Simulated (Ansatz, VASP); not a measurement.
Two plane-wave programs on LiH

Contents of POSCAR:

```
LiH
1.0
   -0.0669515633      2.0313858322      2.0313858322
    2.0313858322     -0.0669515633      2.0313858322
    2.0313858322      2.0313858322     -0.0669515633
Li H
1 1
Direct
    0.0000000000      0.0000000000      0.0000000000
    0.5000000000      0.5000000000      0.5000000000
```

File INCAR.step1:

```
PREC     = Accurate       # precision mode
ENCUT    = 520            # plane-wave cutoff, eV
EDIFF    = 1E-5           # SCF threshold, eV
ISMEAR   = 0              # smearing method
SIGMA    = 0.01           # smearing width, eV
LREAL    = F              # projectors in reciprocal space
LASPH    = T              # aspherical terms in the spheres
NELM     = 60             # most SCF steps
ALGO     = Normal         # electronic algorithm
ISIF     = 2              # what is computed and relaxed
LWAVE    = T              # write WAVECAR
LCHARG   = F              # write CHGCAR
NBANDS   = 9              # bands
GGA      = PE             # functional
```

File INCAR.step2:

```
PREC     = Accurate       # precision mode
ENCUT    = 520            # plane-wave cutoff, eV
EDIFF    = 1E-6           # SCF threshold, eV
ISMEAR   = 0              # smearing method
SIGMA    = 0.01           # smearing width, eV
LREAL    = F              # projectors in reciprocal space
LASPH    = T              # aspherical terms in the spheres
NELM     = 60             # most SCF steps
ALGO     = Normal         # electronic algorithm
ISIF     = 2              # what is computed and relaxed
LWAVE    = F              # write WAVECAR
LCHARG   = F              # write CHGCAR
GGA      = PE             # functional
LHFCALC  = T              # exact exchange
HFSCREEN = 0.2079         # screening, 1/A
PRECFOCK = Normal       
NBANDS   = 9              # bands
ISTART   = 1
```

Contents of KPOINTS:

```
Automatic mesh
0
Gamma
  8 8 8
```

Input for Ansatz:

```yaml
crystal:
  lattice:
    - [-0.0669515633, 2.0313858322, 2.0313858322]
    - [2.0313858322, -0.0669515633, 2.0313858322]
    - [2.0313858322, 2.0313858322, -0.0669515633]
  atoms:
    - { symbol: Li, position: [0.0, 0.0, 0.0] }
    - { symbol: H, position: [0.5, 0.5, 0.5] }
kpoints:
  mp_grid: { grid: [8, 8, 8] }
  band_path:
    path:
      - [0.0, 0.0, 0.0]
      - [0.5, 0.0, 0.5]
      - [0.625, 0.25, 0.625]
      - [0.375, 0.375, 0.75]
      - [0.5, 0.5, 0.5]
      - [0.5, 0.25, 0.75]
    npoints: 1
hamiltonian:
  xc: hse06
scf:
  occupations: { method: fixed }
  n_extra_bands: 4
output:
  forces: true
  stress: true
  eigenvalues: true
```

Change from the starting cell: epitaxial_111 strain +4.8%.

Alike in both runs: task single point; functional HSE06; k mesh 8 × 8 × 8; no spin polarisation.

```csv
,VASP,Ansatz
version,VASP 6.6.1,Ansatz 0.2.0
potentials or method,"VASP PAW PBE potentials, release 64 (Li_sv, H)","plane waves, PAW"
plane-wave cutoff (eV),520,420
occupations,"gaussian, width 0.01 eV",fixed
valence electrons in the cell,4,4
```

|  | VASP | Ansatz | Ansatz less VASP |
| --- | --- | --- | --- |
| gap on the k mesh at the Fermi level (eV) | 4.01 | 4.01 | +0.003 |

Ansatz's warnings: stress exchange threshold loose, stress scf threshold loose.

Noted on VASP's run: the cutoff is under 1.25 times that of the potentials, so the pressure is a little rough.
